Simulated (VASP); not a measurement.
# InAs (F-43m) in VASP: single point with HSE06

Aim: the single point of InAs with HSE06.

Everything below comes from runs of VASP 6.6.1. Logs are shortened: lines on timing, memory, paths and dates and some standing lists are left out, and cuts for length are marked.

### 1 The cell of the first run

Symmetry: F-43m, No. 216, cubic system. Conventional cell: a = 6.018 Å, b = 6.018 Å, c = 6.018 Å, α = 90.00°, β = 90.00°, γ = 90.00°. In (site symmetry -43m) has 4 As at 2.61 Å within 3.4 Å. As (site symmetry -43m) has 4 In at 2.61 Å within 3.4 Å.

### 2 Single point, HSE06 (strain -1.5%)

Contents of POSCAR:

```
InAs
1.0
    0.0000000000      3.0087716161      3.0087716161
    3.0087716161      0.0000000000      3.0087716161
    3.0087716161      3.0087716161      0.0000000000
In As
1 1
Direct
    0.0000000000      0.0000000000      0.0000000000
    0.2500000000      0.2500000000      0.2500000000
```

Contents of INCAR.step1:

```
PREC = Accurate
ENCUT = 520
EDIFF = 1E-5
ISMEAR = -1
SIGMA = 0.02
LREAL = F
LASPH = T
NELM = 100
ALGO = Normal
ISIF = 2
LWAVE = T
GGA = PE
NBANDS = 16
```

Contents of INCAR.step2:

```
PREC = Accurate
ENCUT = 520
EDIFF = 1E-6
ISMEAR = -1
SIGMA = 0.02
LREAL = F
LASPH = T
NELM = 100
ALGO = Normal
ISIF = 2
LWAVE = F
LCHARG = T
GGA = PE
LHFCALC = T
HFSCREEN = 0.2079
PRECFOCK = Normal
LELF = T
LVHAR = T
ISTART = 1
NBANDS = 16
```

Contents of KPOINTS:

```
regular mesh
0
Gamma
  6 6 6
```

Potentials or basis: VASP PAW PBE potentials, release 64 (In_d, As).

Launch:

```sh
$ cat potpaw_PBE.64/In_d/POTCAR potpaw_PBE.64/As/POTCAR > POTCAR
$ cp INCAR.step1 INCAR
$ mpirun -np 1 vasp_std > vasp.out
$ cp INCAR.step2 INCAR
$ mpirun -np 1 vasp_std > vasp.out
```

OUTCAR:

```text
PREC = Accurate
   ENCUT = 520
   EDIFF = 1E-6
   ISMEAR = -1
   LREAL = F
   LASPH = T
   NELM = 100
   ISIF = 2
   GGA = PE
   LHFCALC = T
   HFSCREEN = 0.2079
   PRECFOCK = Normal
   ISTART = 1

 ion  position               nearest neighbor table
   1  0.000  0.000  0.000-   2 2.61   2 2.61   2 2.61   2 2.61
   2  0.250  0.250  0.250-   1 2.61   1 2.61   1 2.61   1 2.61

  LATTYP: Found a face centered cubic cell.
 ALAT       =     6.0175432322

  Lattice vectors:

 A1 = (   0.0000000000,   3.0087716161,   3.0087716161)
 A2 = (   3.0087716161,   0.0000000000,   3.0087716161)
 A3 = (   3.0087716161,   3.0087716161,   0.0000000000)

Analysis of symmetry for initial positions (statically):
=====================================================================
 Subroutine PRICEL returns:
 Original cell was already a primitive cell.

 Routine SETGRP: Setting up the symmetry group for a
 face centered cubic supercell.

 Subroutine GETGRP returns: Found 24 space group operations
 (whereof 24 operations were pure point group operations)
 out of a pool of 48 trial point group operations.

The static configuration has the point symmetry T_d .

Analysis of symmetry for dynamics (positions and initial velocities):
=====================================================================
 Subroutine PRICEL returns:
 Original cell was already a primitive cell.

 Routine SETGRP: Setting up the symmetry group for a
 face centered cubic supercell.

 Subroutine GETGRP returns: Found 24 space group operations
 (whereof 24 operations were pure point group operations)
 out of a pool of 48 trial point group operations.

The dynamic configuration has the point symmetry T_d .

 Subroutine INISYM returns: Found 24 space group operations
 (whereof 24 operations are pure point group operations),
 and found     1 'primitive' translations

----------------------------------------------------------------------------------------

                                     Primitive cell

  volume of cell :      54.4751
[... 78 lines left out ...]
   ENCUT  =  520.0 eV  38.22 Ry    6.18 a.u.   7.91  7.91  7.91*2*pi/ulx,y,z
   NELM   =    100;   NELMIN=  2; NELMDL=  0     # of ELM steps
   EDIFF  = 0.1E-05   stopping-criterion for ELM
   LREAL  =      F    real-space projection
   EDIFFG = 0.1E-04   stopping-criterion for IOM
   NSW    =      0    number of steps for IOM
   IBRION =     -1    ionic relax: 0-MD 1-quasi-New 2-CG
   NFREE  =      0    steps in history (QN), initial steepest desc. (CG)
   ISIF   =      2    stress and relaxation
   ISYM   =      3    0-nonsym 1-usesym 2-fastsym
   POTIM  = 0.5000    time-step for ionic-motion
   TEBEG  =    0.0;   TEEND  =   0.0 temperature during run
   PSTRESS=    0.0 pullay stress
   NELECT =      18.0000    total number of electrons
   NUPDOWN=      -1.0000    fix difference up-down
   EMIN   =  10.00;   EMAX   =-10.00  energy-range for DOS
   EFERMI =   0.00;   METHOD = LEGACY
   ISMEAR =    -1;   SIGMA  =   0.02  broadening in eV -4-tet -1-fermi 0-gaus
   EFERMI_NEDOS =   21; number of points for ismear=-14 and -15
   IALGO  =     38    algorithm
   IMIX   =      1    mixing-type and parameters
     AMIX     =   0.40;   BMIX     =  1.00
     AMIX_MAG =   1.60;   BMIX_MAG =  1.00
  volume/ion in A,a.u.               =      27.24       183.81
  Fermi-wavevector in a.u.,A,eV,Ry     =   1.131792  2.138776 17.428411  1.280952
  Thomas-Fermi vector in A             =   2.268491
   LORBIT       =      0    0 simple, 1 ext, 2 COOP (PROOUT), +10 PAW based schemes
   GGA     = PE    functional components
   LHFCALC =     T    Hartree Fock is set to
   PRECFOCK=normal    Normal, Fast or Accurate (Low or Medium for compatibility)
   ENCUT4O =  -1.0   cutoff for four orbital integrals eV
   NKREDX  =     1    reduce k-point grid by
   NKREDY  =     1    reduce k-point grid by
   NKREDZ  =     1    reduce k-point grid by
   AEXX    =    0.2500 exact exchange contribution
   HFSCREEN=    0.2079 screening length (either q_TF or 0.3 A-1)
   HFSCREENC=   0.2079 screening length for correlation (either q_TF or 0.3 A-1)
   ENCUTFOCK=  -1.0 apply spherical cutoff to Coloumb kernel
   IVDW    =     0    specifies the selected vdW correction
   LEPSILON=     F    determine dielectric tensor
   LRPA    =     F    only Hartree local field effects (RPA)
 non-spin polarized calculation
  energy-cutoff  :      520.00
  volume of cell :       54.48
 maximum number of plane-waves:      1484
  NGX = 24; NGY = 24; NGZ = 24

 number of electron      17.9999994 magnetization

 Free energy of the ion-electron system (eV)
  ---------------------------------------------------
  ext. energy  EPLUGINS =         0.00000000
  ---------------------------------------------------
  free energy    TOTEN  =        -9.19668082 eV

  energy without entropy =       -9.19668082  energy(sigma->0) =       -9.19668082

 E-fermi :   4.5698     XC(G=0):  -7.6322

 val. band max:        4.2456348231   @ k =   0.0000   0.0000   0.0000
 cond. band min:       4.8716792121   @ k =   0.0000   0.0000   0.0000
 fundamental gap:      0.6260443890
 Fermi energy:         4.5697660096

 k-point     1 :       0.0000    0.0000    0.0000
  band No.  band energies     occupation
      1     -11.9075      2.00000
      2     -11.9075      2.00000
      3     -11.9075      2.00000
      4     -11.7677      2.00000
      5     -11.7677      2.00000
      6      -8.8903      2.00000
[... 281 lines left out ...]
      3     -11.8270      2.00000
      4     -11.7913      2.00000
      5     -11.7543      2.00000
      6      -6.5665      2.00000
[... 8 lines left out ...]
     15      17.1050      0.00000
     16      17.2375      0.00000

------------------------ aborting loop because EDIFF is reached ----------------------------------------

  FORCE on cell =-STRESS in cart. coord.  units (eV):
  Direction    XX          YY          ZZ          XY          YZ          ZX
  --------------------------------------------------------------------------------------
  -------------------------------------------------------------------------------------
  Total        0.9071123      0.9071123      0.9071123      0.0000000      0.0000000     -0.0000000
  in kB       26.6792731     26.6792731     26.6792731      0.0000000      0.0000000     -0.0000000
  external PRESSURE =      26.6792731 kB  Pullay stress =       0.0000000 kB

 VOLUME and BASIS-vectors are now :
 -----------------------------------------------------------------------------
  energy-cutoff  :      520.00
  volume of cell :       54.48
      direct lattice vectors                 reciprocal lattice vectors
     0.000000000  3.008771616  3.008771616    -0.166180775  0.166180775  0.166180775
     3.008771616  0.000000000  3.008771616     0.166180775 -0.166180775  0.166180775
     3.008771616  3.008771616  0.000000000     0.166180775  0.166180775 -0.166180775

 POSITION                                       TOTAL-FORCE (eV/Angst)
 -----------------------------------------------------------------------------------
      0.00000      0.00000      0.00000        -0.000000     -0.000000     -0.000000
      1.50439      1.50439      1.50439         0.000000      0.000000      0.000000
 -----------------------------------------------------------------------------------
    total drift:                                0.000030      0.000030      0.000021

  FREE ENERGIE OF THE ION-ELECTRON SYSTEM (eV)
  ---------------------------------------------------
  free  energy   TOTEN  =        -9.1966808169 eV

  energy  without entropy=       -9.1966808151  energy(sigma->0) =       -9.19668082
```

Wall time 71 min (1 thread of Oxide Virtual Turin-like, shared host); peak memory 0.28 GiB.

What came out:

| Item | Value |
| --- | --- |
| Free energy | -9.1967 eV |
| Pressure | 2.7 GPa |
| Band gap on the k mesh | 0.63 eV |

Levels at points of the mesh, in eV from the valence-band top:
```csv
k point,band 7,band 8,band 9,band 10,band 11,band 12
"(0.00, 0.00, 0.00)",0.00,0.00,0.00,0.63,4.68,4.68
"(0.50, 0.00, 0.00)",-6.33,-1.09,-1.09,1.70,5.47,5.47
"(0.50, 0.50, 0.00)",-6.38,-2.58,-2.58,2.10,2.73,10.41
```

Caveat: the cell differs from its parent crystal (strain -1.5%); the PAW data sets were made with another functional, which shifts forces and pressure a little; spin-orbit coupling is left out, which moves the levels of the heavy elements.
